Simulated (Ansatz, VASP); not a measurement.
HfC: VASP beside Ansatz

The input INCAR:

```
PREC = Accurate ; ENCUT = 520
EDIFF = 1E-6 ; ISMEAR = 0
SIGMA = 0.1 ; LREAL = False
LASPH = True ; NELM = 100
ALGO = Normal ; ISIF = 2
LWAVE = False ; LCHARG = False
GGA = PE ; NBANDS = 22
```

Contents of KPOINTS:

```
regular mesh
0
Gamma
  6 6 6
```

POSCAR

```
HfC
1.0
    1.6249212400      0.9381487100      5.8122548000
   -1.6249212400      0.9381487100      5.8122548000
    0.0000000000     -1.8762974300      5.8122548000
Hf C
2 2
Direct
    0.0000000000      0.0000000000      0.0000000000
    0.1666666700      0.1666666700      0.1666666700
    0.4166666700      0.4166666700      0.4166666700
    0.5833333300      0.5833333300      0.5833333300
```

Input for Ansatz:

```yaml
crystal:
  lattice:
    - [1.62492124, 0.93814871, 5.8122548]
    - [-1.62492124, 0.93814871, 5.8122548]
    - [0.0, -1.87629743, 5.8122548]
  atoms:
    - { symbol: Hf, position: [0.0, 0.0, 0.0] }
    - { symbol: Hf, position: [0.16666667, 0.16666667, 0.16666667] }
    - { symbol: C, position: [0.41666667, 0.41666667, 0.41666667] }
    - { symbol: C, position: [0.58333333, 0.58333333, 0.58333333] }
basis:
  ecutwfc: 420
kpoints:
  mp_grid: { grid: [6, 6, 6] }
hamiltonian:
  xc: pbe
scf:
  occupations: { method: gaussian, width: 0.1 }
  lower_state_search: "off"
output:
  forces: true
  stress: true
  eigenvalues: true
```

Alike in both runs: task single point; functional PBE; k mesh 6 × 6 × 6; occupations gaussian, width 0.1 eV; no spin polarisation.

```csv
,VASP,Ansatz
version,VASP 6.6.1,Ansatz 0.2.0
potentials or method,"VASP PAW PBE potentials, release 64 (Hf_pv, C), cutoff 520 eV","scalar-relativistic, plane waves, PAW"
valence electrons in the cell,28,60
```

```csv
,VASP,Ansatz,Ansatz less VASP
gap on the k mesh at the Fermi level (eV),none,none,-
pressure (GPa),-5.6,-4.9,+0.79
"traceless stress, the component that is largest in VASP (GPa)",-8.14,-7.92,+0.220
rms of the force components (eV/Å),0.819,0.828,+0.0094
```

Atom by atom the forces differ by 0.009 eV/Å (rms over components). A gap of «none» marks a metal or a gap that the smearing closes. With one functional, cell and mesh, what is left measures potentials, basis and numerics. VASP's potentials hold 28 valence electrons a cell and Ansatz's 60, so a difference there can come from the potentials and not from the codes.

The k mesh is coarse, so the values compare programs but aren't converged. Neither program's run includes spin-orbit coupling.
